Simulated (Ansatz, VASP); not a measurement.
# HfO2: VASP beside Ansatz

Contents of INCAR:

```
  PREC = Accurate
  ENCUT = 520
  EDIFF = 1E-6
  ISMEAR = -1
  SIGMA = 0.05
  LREAL = F
  LASPH = T
  NELM = 100
  ALGO = Normal
  ISIF = 2
  LWAVE = F
  LCHARG = F
  GGA = RE
  NBANDS = 56
```

File KPOINTS:

```
Automatic mesh
0
Gamma
  4 5 4
```

Contents of POSCAR:

```
HfO2
1.0
    5.2194633600      0.0000000000      0.0000000000
    0.0000000000      5.0047636900      0.0000000000
    0.0000000000      0.0000000000      5.0326850500
Hf O
4 8
Direct
    0.9669940000      0.7325208200      0.7414403500
    0.5330060000      0.7325208200      0.2414403500
    0.4669940000      0.2674791800      0.7414403500
    0.0330060000      0.2674791800      0.2414403500
    0.6321274500      0.9286454000      0.8792672600
    0.8678725500      0.9286454000      0.3792672600
    0.2339485200      0.5398830500      0.4922923900
    0.2660514800      0.5398830500      0.9922923900
    0.7660514800      0.4601169500      0.9922923900
    0.7339485200      0.4601169500      0.4922923900
    0.1321274500      0.0713546000      0.8792672600
    0.3678725500      0.0713546000      0.3792672600
```

Contents of input.yaml:

```yaml
crystal:
  lattice:
    - [5.21946336, 0.0, 0.0]
    - [0.0, 5.00476369, 0.0]
    - [0.0, 0.0, 5.03268505]
  atoms:
    - { symbol: Hf, position: [0.966994, 0.73252082, 0.74144035] }
    - { symbol: Hf, position: [0.533006, 0.73252082, 0.24144035] }
    - { symbol: Hf, position: [0.466994, 0.26747918, 0.74144035] }
    - { symbol: Hf, position: [0.033006, 0.26747918, 0.24144035] }
    - { symbol: O, position: [0.63212745, 0.9286454, 0.87926726] }
    - { symbol: O, position: [0.86787255, 0.9286454, 0.37926726] }
    - { symbol: O, position: [0.23394852, 0.53988305, 0.49229239] }
    - { symbol: O, position: [0.26605148, 0.53988305, 0.99229239] }
    - { symbol: O, position: [0.76605148, 0.46011695, 0.99229239] }
    - { symbol: O, position: [0.73394852, 0.46011695, 0.49229239] }
    - { symbol: O, position: [0.13212745, 0.0713546, 0.87926726] }
    - { symbol: O, position: [0.36787255, 0.0713546, 0.37926726] }
hamiltonian:
  xc: revpbe
  pseudopotentials: { kind: paw }
kpoints:
  mp_grid: { grid: [4, 5, 4] }
  band_path:
    path:
      - [[0.0, 0.0, 0.0], [0.0, 0.5, 0.0], [0.0, 0.5, 0.5], [0.0, 0.0, 0.5], [0.0, 0.0, 0.0], [0.5, 0.0, 0.0], [0.5, 0.5, 0.0], [0.5, 0.5, 0.5], [0.5, 0.0, 0.5], [0.5, 0.0, 0.0]]
      - [[0.0, 0.0, 0.5], [0.5, 0.0, 0.5]]
      - [[0.5, 0.5, 0.0], [0.0, 0.5, 0.0]]
      - [[0.0, 0.5, 0.5], [0.5, 0.5, 0.5]]
    npoints: 10
scf:
  occupations: { method: fermi_dirac, width: 0.05 }
  n_extra_bands: 30
output:
  forces: true
  stress: true
  eigenvalues: true
  fatbands: false
```

Alike in both runs: functional revPBE; k mesh 4 × 5 × 4; occupations fermi-dirac, width 0.05 eV; no spin polarisation.

|  | VASP | Ansatz |
| --- | --- | --- |
| version | VASP 6.6.1 | Ansatz 0.2.0 |
| potentials or method | VASP PAW PBE potentials, release 64 (Hf_pv, O) | Ansatz PAW |
| plane-wave cutoff (eV) | 520 | 420 |
| valence electrons in the cell | 88 | 152 |
| task | single point | band structure |

VASP gave:

| Quantity | Value |
| --- | --- |
| gap on the k mesh at the Fermi level (eV) | 4.55 |
| least direct gap on the mesh (eV) | 4.77 |
| pressure (GPa) | 10.0 |
| traceless stress, the component that is largest in VASP (GPa) | -0.23 |
| rms of the force components (eV/Å) | 0.036 |

Q: Which values does Ansatz return?

A: gap on the k mesh at the Fermi level (eV): 4.60; least direct gap on the mesh (eV): 4.81; pressure (GPa): 13.5; traceless stress, the component that is largest in VASP (GPa): -0.31; rms of the force components (eV/Å): 0.062.

VASP's potentials were made for PBE, not for revPBE. Atom by atom the forces differ by 0.029 eV/Å (rms over components). The functional is the same, so the differences come from potentials, cutoffs and numerics. VASP's potentials hold 88 valence electrons a cell and Ansatz's 152, so a difference there can come from the potentials and not from the codes.

Neither program's run includes spin-orbit coupling.
